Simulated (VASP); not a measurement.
# BeS (F-43m) in VASP: G0W0 quasiparticle levels with HSE06

Aim: the G0W0 quasiparticle levels of BeS with HSE06.

Everything below comes from runs of VASP 6.6.1. Logs are shortened: lines on timing, memory, paths and dates and some standing lists are left out, and cuts for length are marked.

### 1 The cell of the first run

Symmetry: F-43m, No. 216, cubic system. The conventional cell has a = 4.869 Å, b = 4.869 Å, c = 4.869 Å, α = 90.00°, β = 90.00°, γ = 90.00°. Within 2.8 Å of Be (site symmetry -43m) lie 4 S at 2.11 Å. S (site symmetry -43m) has 4 Be at 2.11 Å within 2.8 Å.

### 2 G0W0 quasiparticle levels, HSE06

Input file POSCAR:

```
BeS
1.0
    0.0000000000      2.4343062304      2.4343062304
    2.4343062304      0.0000000000      2.4343062304
    2.4343062304      2.4343062304      0.0000000000
Be S
1 1
Direct
    0.0000000000      0.0000000000      0.0000000000
    0.2500000000      0.2500000000      0.2500000000
```

Input file INCAR.step1:

```
PREC = Accurate
ENCUT = 500
EDIFF = 1E-5
ISMEAR = 0
SIGMA = 0.02
LREAL = False
LASPH = True
NELM = 100
ALGO = Normal
ISIF = 2
LWAVE = True
LCHARG = False
GGA = PE
```

Input file INCAR.step2:

```
PREC = Accurate
ENCUT = 500
EDIFF = 1E-8
ISMEAR = 0
SIGMA = 0.01
LREAL = False
LASPH = True
NELM = 100
ALGO = Normal
LWAVE = True
LCHARG = False
GGA = PE
LHFCALC = True
HFSCREEN = 0.2
PRECFOCK = Fast
ISTART = 1
```

Input file INCAR.step3:

```
PREC = Accurate
ENCUT = 500
EDIFF = 1E-8
ISMEAR = 0
SIGMA = 0.01
LREAL = False
LASPH = True
NELM = 1
ALGO = Exact
LWAVE = True
LCHARG = False
GGA = PE
LHFCALC = True
HFSCREEN = 0.2
PRECFOCK = Fast
ISTART = 1
NBANDS = 94
LOPTICS = True
```

Input file INCAR.step4:

```
PREC = Accurate
ENCUT = 500
EDIFF = 1E-8
ISMEAR = 0
SIGMA = 0.01
LREAL = False
LASPH = True
ALGO = EVGW0
LWAVE = False
LCHARG = False
GGA = PE
LHFCALC = True
HFSCREEN = 0.2
PRECFOCK = Fast
ISTART = 1
NELMGW = 1
NBANDS = 94
ENCUTGW = 110.0
NOMEGA = 96
NBANDSGW = 12
OMEGAMAX = 20
```

Input file KPOINTS:

```
Automatic mesh
0
Gamma
  4 4 4
```

Potentials or basis: VASP PAW PBE potentials, release 64 (Be_GW, S_GW).

On the command line:

```console
$ cat potpaw_PBE.64/Be_GW/POTCAR potpaw_PBE.64/S_GW/POTCAR > POTCAR
$ cp INCAR.step1 INCAR
$ mpirun -np 1 vasp_std > vasp.out
$ cp INCAR.step2 INCAR
$ mpirun -np 1 vasp_std > vasp.out
$ cp INCAR.step3 INCAR
$ mpirun -np 1 vasp_std > vasp.out
$ cp INCAR.step4 INCAR
$ mpirun -np 1 vasp_std > vasp.out
```

OUTCAR:

```text
PREC = Accurate
   ENCUT = 500
   EDIFF = 1E-8
   ISMEAR = 0
   LREAL = False
   LASPH = True
   GGA = PE
   LHFCALC = True
   HFSCREEN = 0.2
   PRECFOCK = Fast
   ISTART = 1
   NELMGW = 1
   ENCUTGW = 110.0

 ion  position               nearest neighbor table
   1  0.000  0.000  0.000-   2 2.11   2 2.11   2 2.11   2 2.11
   2  0.250  0.250  0.250-   1 2.11   1 2.11   1 2.11   1 2.11

  LATTYP: Found a face centered cubic cell.
 ALAT       =     4.8686124608

  Lattice vectors:

 A1 = (   0.0000000000,   2.4343062304,   2.4343062304)
 A2 = (   2.4343062304,   0.0000000000,   2.4343062304)
 A3 = (   2.4343062304,   2.4343062304,   0.0000000000)

Analysis of symmetry for initial positions (statically):
=====================================================================
 Subroutine PRICEL returns:
 Original cell was already a primitive cell.

 Routine SETGRP: Setting up the symmetry group for a
 face centered cubic supercell.

 Subroutine GETGRP returns: Found 24 space group operations
 (whereof 24 operations were pure point group operations)
 out of a pool of 48 trial point group operations.

The static configuration has the point symmetry T_d .

Analysis of symmetry for dynamics (positions and initial velocities):
=====================================================================
 Subroutine PRICEL returns:
 Original cell was already a primitive cell.

 Routine SETGRP: Setting up the symmetry group for a
 face centered cubic supercell.

 Subroutine GETGRP returns: Found 24 space group operations
 (whereof 24 operations were pure point group operations)
 out of a pool of 48 trial point group operations.

The dynamic configuration has the point symmetry T_d .

 Subroutine INISYM returns: Found 24 space group operations
 (whereof 24 operations are pure point group operations),
 and found     1 'primitive' translations

----------------------------------------------------------------------------------------

                                     Primitive cell

  volume of cell :      28.8507

  direct lattice vectors                    reciprocal lattice vectors
     0.000000000  2.434306230  2.434306230    -0.205397330  0.205397330  0.205397330
     2.434306230  0.000000000  2.434306230     0.205397330 -0.205397330  0.205397330
     2.434306230  2.434306230  0.000000000     0.205397330  0.205397330 -0.205397330

  length of vectors
     3.442628886  3.442628886  3.442628886     0.355758611  0.355758611  0.355758611

  position of ions in fractional coordinates (direct lattice)
     0.000000000  0.000000000  0.000000000
     0.250000000  0.250000000  0.250000000

  ion indices of the primitive-cell ions
   primitive index   ion index
                 1           1
                 2           2

----------------------------------------------------------------------------------------

 KPOINTS: Automatic mesh

Automatic generation of k-mesh.
 Grid dimensions read from file:
 generate k-points for:    4    4    4

 Generating k-lattice:

  Cartesian coordinates                     Fractional coordinates (reciprocal lattice)
    -0.051349332  0.051349332  0.051349332     0.250000000  0.000000000  0.000000000
     0.051349332 -0.051349332  0.051349332     0.000000000  0.250000000  0.000000000
     0.051349332  0.051349332 -0.051349332     0.000000000  0.000000000  0.250000000

  Length of vectors
     0.088939653  0.088939653  0.088939653

  Shift w.r.t. Gamma in fractional coordinates (k-lattice)
     0.000000000  0.000000000  0.000000000

 Subroutine IBZKPT returns following result:
 ===========================================

 Found      8 irreducible k-points:

 Following reciprocal coordinates:
            Coordinates               Weight
  0.000000  0.000000  0.000000      1.000000
  0.250000  0.000000  0.000000      8.000000
  0.500000  0.000000  0.000000      4.000000
  0.250000  0.250000  0.000000      6.000000
  0.500000  0.250000  0.000000     24.000000
 -0.250000  0.250000  0.000000     12.000000
  0.500000  0.500000  0.000000      3.000000
 -0.250000  0.500000  0.250000      6.000000
   k-points           NKPTS =      8   k-points in BZ     NKDIM =     64   number of bands    NBANDS=     94
   number of dos      NEDOS =    301   number of ions     NIONS =      2
   total plane-waves  NPLWV =  21952
   dimension x,y,z NGX =    28 NGY =   28 NGZ =   28
   dimension x,y,z NGXF=    56 NGYF=   56 NGZF=   56
   ions per type =               1   1
   NGX,Y,Z   is equivalent  to a cutoff of  13.52, 13.52, 13.52 a.u.
   NGXF,Y,Z  is equivalent  to a cutoff of  27.04, 27.04, 27.04 a.u.
 SYSTEM =  unknown system
   PREC   = accura    normal or accurate (medium, high low for compatibility)
   ISTART =      1    job   : 0-new  1-cont  2-samecut
   ICHARG =      0    charge: 1-file 2-atom 10-const
   ISPIN  =      1    spin polarized calculation?
   LNONCOLLINEAR =      F non collinear calculations
   LSORBIT =      F    spin-orbit coupling
   LASPH  =      T    aspherical Exc in radial PAW
   ENCUT  =  500.0 eV  36.75 Ry    6.06 a.u.   6.28  6.28  6.28*2*pi/ulx,y,z
   NELM   =     60;   NELMIN=  2; NELMDL=  0     # of ELM steps
   EDIFF  = 0.1E-07   stopping-criterion for ELM
   LREAL  =      F    real-space projection
   EDIFFG = 0.1E-06   stopping-criterion for IOM
   NSW    =      0    number of steps for IOM
   IBRION =     -1    ionic relax: 0-MD 1-quasi-New 2-CG
   NFREE  =      0    steps in history (QN), initial steepest desc. (CG)
   ISIF   =      0    stress and relaxation
   ISYM   =      3    0-nonsym 1-usesym 2-fastsym
   POTIM  = 0.5000    time-step for ionic-motion
   TEBEG  =    0.0;   TEEND  =   0.0 temperature during run
   PSTRESS=    0.0 pullay stress
   NELECT =       8.0000    total number of electrons
   NUPDOWN=      -1.0000    fix difference up-down
   EMIN   =  10.00;   EMAX   =-10.00  energy-range for DOS
   EFERMI =   0.00;   METHOD = LEGACY
   ISMEAR =     0;   SIGMA  =   0.01  broadening in eV -4-tet -1-fermi 0-gaus
   EFERMI_NEDOS =   21; number of points for ismear=-14 and -15
   IALGO  =     38    algorithm
   IMIX   =      1    mixing-type and parameters
     AMIX     =   0.40;   BMIX     =  1.00
     AMIX_MAG =   1.60;   BMIX_MAG =  1.00
  volume/ion in A,a.u.               =      14.43        97.35
  Fermi-wavevector in a.u.,A,eV,Ry     =   1.067545  2.017368 15.505918  1.139653
  Thomas-Fermi vector in A             =   2.203165
   LORBIT       =      0    0 simple, 1 ext, 2 COOP (PROOUT), +10 PAW based schemes
   GGA     = PE    functional components
   LHFCALC =     T    Hartree Fock is set to
   PRECFOCK=fast      Normal, Fast or Accurate (Low or Medium for compatibility)
   ENCUT4O =  -1.0   cutoff for four orbital integrals eV
   NKREDX  =     1    reduce k-point grid by
   NKREDY  =     1    reduce k-point grid by
   NKREDZ  =     1    reduce k-point grid by
   AEXX    =    1.0000 exact exchange contribution
   HFSCREEN=    0.0000 screening length (either q_TF or 0.3 A-1)
   HFSCREENC=   0.2000 screening length for correlation (either q_TF or 0.3 A-1)
   ENCUTFOCK=  -1.0 apply spherical cutoff to Coloumb kernel
   IVDW    =     0    specifies the selected vdW correction
   LEPSILON=     F    determine dielectric tensor
   LRPA    =     F    only Hartree local field effects (RPA)
   LRPAFORCE           =     F    calculate RPA forces
   ENCUTGW             = 110.0    cutoff for response function in eV
   ENCUTGWSOFT         =  88.0    soft cutoff for Coulomb kernel in GW response function in eV
   ENCUTLF             =  -1.0    cutoff for local field effects
   NELMGW              =     1    number of iterations in solving QP/BSE equation
   NELMHF              =     1    number of iterations in the inner HF iteration
   NKREDLFX            =     1    NKREDLFY  =   1   NKREDLFZ  =   1
 non-spin polarized calculation
 Gauss-broadening in eV      SIGMA  =   0.01
  energy-cutoff  :      500.00
  volume of cell :       28.85
 maximum number of plane-waves:       754
 NGX is ok and might be reduce to    28
  NGX = 14; NGY = 14; NGZ = 14
 maximum number of plane-waves:        84
 NGX is ok and might be reduce to    14

 QP shifts <psi_nk| G(iteration)W_0 |psi_nk>: iteration 1
 for sc-GW calculations column KS-energies equals QP-energies in previous step
 and V_xc(KS)=  KS-energies - (<T + V_ion + V_H > + <T+V_H+V_ion>^1  + <V_x>^1)

 k-point   1 :       0.0000    0.0000    0.0000
  band No.  KS-energies  QP-energies   sigma(KS)   V_xc(KS)     V^pw_x(r,r')   Z            occupation Imag(sigma)

      1     -11.9798     -11.4237     -14.1604     -14.8515     -21.3059       0.8046       2.0000       1.4869
      2       3.0168       2.6028     -14.8728     -14.3632     -16.6554       0.8123       2.0000       0.0273
      3       3.0168       2.6028     -14.8728     -14.3632     -16.6554       0.8123       2.0000       0.0273
      4       3.0168       2.6028     -14.8728     -14.3632     -16.6554       0.8123       2.0000       0.0273
      5       9.9179      10.3543      -9.3415      -9.8746      -5.1459       0.8186       0.0000      -0.0466
      6       9.9179      10.3543      -9.3415      -9.8746      -5.1459       0.8186       0.0000      -0.0466
      7       9.9179      10.3543      -9.3415      -9.8746      -5.1459       0.8186       0.0000      -0.0466
      8      10.0111      10.2519      -9.4975      -9.7915      -5.1285       0.8188       0.0000      -0.0510
      9      17.1863      17.5590     -10.0118     -10.4832      -4.9172       0.7905       0.0000      -0.1106
     10      17.1863      17.5590     -10.0118     -10.4832      -4.9172       0.7905       0.0000      -0.1106
     11      19.2410      18.8847      -8.1716      -7.7120      -2.2816       0.7751       0.0000      -0.2748
     12      20.9838      20.6796      -8.1405      -7.7536      -2.1957       0.7865       0.0000      -0.3621

 k-point   2 :       0.2500    0.0000    0.0000
  band No.  KS-energies  QP-energies   sigma(KS)   V_xc(KS)     V^pw_x(r,r')   Z            occupation Imag(sigma)
[... 97 lines left out ...]
      1      -9.5848      -8.9803     -14.9459     -15.7468     -21.5750       0.7548       2.0000       0.9090
      2      -1.6394      -2.1320     -13.7484     -13.1157     -16.6745       0.7786       2.0000       0.0584
      3      -1.1190      -1.6029     -13.4459     -12.8323     -16.0485       0.7886       2.0000       0.0492
      4      -0.5228      -0.9876     -13.3112     -12.7230     -15.6810       0.7903       2.0000       0.0417
      5      10.5990      10.8403      -9.5544      -9.8481      -5.4428       0.8217       0.0000      -0.0501
      6      12.3575      12.6459      -9.0386      -9.3906      -4.5835       0.8194       0.0000      -0.0563
      7      12.8076      13.0761      -9.0728      -9.4078      -4.1424       0.8013       0.0000      -0.0683
      8      13.2360      13.6333     -10.4096     -10.9092      -5.5375       0.7951       0.0000      -0.0696
      9      18.9260      19.2398     -10.3249     -10.7342      -4.4806       0.7667       0.0000      -0.2080
     10      19.0479      19.1052     -10.2463     -10.3223      -4.1036       0.7537       0.0000      -0.2671
     11      21.6467      21.8527     -10.2352     -10.4990      -3.9739       0.7807       0.0000      -0.4061
     12      23.0737      22.8952      -9.6579      -9.4341      -3.4120       0.7976       0.0000      -0.6364
```

Wall time 2.9 min (1 thread of Intel Xeon 6975P-C (Granite Rapids), shared host); peak memory 0.43 GiB.

What came out:

| Property | Result |
| --- | --- |
| Quasiparticle gap | 4.74 eV |
| Least direct quasiparticle gap | 7.63 eV |
| Band gap of the starting levels on the mesh | 4.12 eV |
| Least direct gap of the starting levels on the mesh | 6.90 eV |

Caveat: the k points lie up to 0.56 Å⁻¹ apart; bands, screening cutoff and mesh are small and nothing is extrapolated, so the quasiparticle values aren't converged.
